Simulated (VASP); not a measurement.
Here is a VASP 6.6.1 calculation.

The input INCAR:

```
SYSTEM = MgO
ALGO = Normal ; EDIFF = 1E-7
EDIFFG = -0.01 ; ENCUT = 600
GGA = PE ; IBRION = 2
ISIF = 3 ; ISMEAR = 0
LASPH = .TRUE. ; LCHARG = .FALSE.
LREAL = .FALSE. ; LWAVE = .FALSE.
NELM = 100 ; NSW = 100
PREC = Accurate ; SIGMA = 0.02
```

KPOINTS

```
k-points
0
G
  12 12 4
  0 0 0
```

File POSCAR:

```
MgO
1.0
    3.1162687010      0.0000000000      0.0000000000
   -1.5581343505      2.6987678601      0.0000000000
    0.0000000000      0.0000000000      7.7470348087
Mg O
3 3
Direct
    0.0000000000      0.5000000000      0.1666666667
    0.5000000000      0.5000000000      0.8333333333
    0.5000000000      0.0000000000      0.5000000000
    0.5000000000      0.5000000000      0.3333333333
    0.5000000000      0.0000000000      0.0000000000
    0.0000000000      0.5000000000      0.6666666667
```

Potentials or basis: VASP PAW PBE potentials, release 64 (Mg, O).

Command:

```sh
$ cat potpaw_PBE.64/Mg/POTCAR potpaw_PBE.64/O/POTCAR > POTCAR
$ mpirun -np 1 vasp_std > vasp.out
```

(1) Predict the band gap on the k mesh.

(2) What does it give for the relaxed volume?

(3) Predict the space group after relaxing (to 0.1 Å).

(4) Predict the relaxed cell.

## Answers

(1) 3.04 eV.

(2) 10.80 Å³/atom.

(3) P6_222 (No. 180).

(4) a = 3.111 Å, b = 3.111 Å, c = 7.735 Å, α = 90.00°, β = 90.00°, γ = 120.00°.
